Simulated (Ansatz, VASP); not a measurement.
BaHfO3 in VASP and in Ansatz

Contents of INCAR:

```
SYSTEM = BaHfO3
PREC     = Accurate       ! precision mode
ENCUT    = 600            ! plane-wave cutoff, eV
EDIFF    = 1E-6           ! SCF threshold, eV
ISMEAR   = 0              ! smearing method
SIGMA    = 0.02           ! smearing width, eV
LREAL    = .False.        ! projectors in reciprocal space
LASPH    = .True.         ! aspherical terms in the spheres
NELM     = 120            ! most SCF steps
ALGO     = Normal         ! electronic algorithm
ISIF     = 2              ! what is computed and relaxed
LWAVE    = .False.        ! write WAVECAR
LCHARG   = .False.        ! write CHGCAR
GGA      = PE             ! functional
NBANDS   = 27             ! bands
GGA_COMPAT= .False.
```

Contents of KPOINTS:

```
Automatic mesh
0
Gamma
  6 6 6
  0 0 0
```

POSCAR

```
BaHfO3
1.0
    4.2066187254      0.0000000000      0.0000000000
    0.0000000000      4.2066187254      0.0000000000
    0.0000000000      0.0000000000      4.2066187254
Ba O Hf
1 3 1
Direct
    0.0000000000      0.0000000000      0.0000000000
    0.5000000000      0.5000000000      0.0000000000
    0.0000000000      0.5000000000      0.5000000000
    0.5000000000      0.0000000000      0.5000000000
    0.5000000000      0.5000000000      0.5000000000
```

Input for Ansatz:

```yaml
crystal:
  lattice:
    - [4.2066187254, 0.0, 0.0]
    - [0.0, 4.2066187254, 0.0]
    - [0.0, 0.0, 4.2066187254]
  atoms:
    - { symbol: Ba, position: [0.0, 0.0, 0.0] }
    - { symbol: O, position: [0.5, 0.5, 0.0] }
    - { symbol: Hf, position: [0.5, 0.5, 0.5] }
    - { symbol: O, position: [0.0, 0.5, 0.5] }
    - { symbol: O, position: [0.5, 0.0, 0.5] }
basis:
  ecutwfc: 420
kpoints:
  mp_grid: { grid: [6, 6, 6] }
  band_path:
    path:
      - [[0.0, 0.0, 0.0], [0.0, 0.5, 0.0], [0.5, 0.5, 0.0], [0.0, 0.0, 0.0], [0.5, 0.5, 0.5], [0.0, 0.5, 0.0]]
      - [[0.5, 0.5, 0.5], [0.5, 0.5, 0.0]]
    npoints: 10
hamiltonian:
  xc: pbe
  pseudopotentials: { kind: paw, azcp: { folder: soft_1 } }
scf:
  occupations: { method: gaussian, width: 0.02 }
  n_extra_bands: 8
output:
  forces: true
  stress: true
  eigenvalues: true
```

Alike in both runs: task single point; functional PBE; k mesh 6 × 6 × 6; occupations gaussian, width 0.02 eV; no spin polarisation.

|  | VASP | Ansatz |
| --- | --- | --- |
| version | VASP 6.6.1 | Ansatz 0.2.0 |
| potentials or method | VASP PAW PBE potentials, release 64 (Ba_sv, O, Hf_pv), cutoff 600 eV | scalar-relativistic, plane waves, PAW |
| valence electrons in the cell | 38 | 54 |

Ansatz gave:

```
gap on the k mesh at the Fermi level (eV) : 3.62
least direct gap on the mesh (eV)         : 3.76
pressure (GPa)                            : 0.0
```

Problem. What did VASP give for the same quantities?

Solution. gap on the k mesh at the Fermi level (eV): 3.54; least direct gap on the mesh (eV): 3.78; pressure (GPa): -0.8.

VASP's potentials hold 38 valence electrons a cell and Ansatz's 54, so a difference there can come from the potentials and not from the codes.

Spin-orbit coupling is off throughout.
